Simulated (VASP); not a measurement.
The system is FeCo.

```xyz
2
Lattice="2.8570 0.0000 0.0000 0.0000 2.8570 0.0000 0.0000 0.0000 2.8570" Properties=species:S:1:pos:R:3 pbc="T T T"
Fe    1.4285    1.4285    1.4285
Co    0.0000    0.0000    0.0000
```

Base run:

| Item | Value |
| --- | --- |
| Program | VASP 6.6.1 |
| Functional | PBE |
| Potentials or basis | VASP PAW PBE potentials, release 64 (Fe, Co) |
| Cutoff | 600 eV |
| k mesh | 8 × 8 × 8 |
| Occupations | methfessel-paxton, width 0.025 eV |
| Spin | collinear spin, ferrimagnetic start |
| Starting moments | [3.5, -2.5] μB |

Its results: pressure -14.2 GPa; net moment -0.26 μB per cell; site moments Fe +1.05; Co -1.31 μB.

Question: The run is repeated on the same cell with these changes: occupations from methfessel-paxton, width 0.025 eV to methfessel-paxton, width 0.15 eV. What comes out?

Answer: Pressure -14.6 GPa; net moment -0.35 μB per cell; site moments Fe +0.96; Co -1.31 μB.

Caveats: the cell stands under tension.
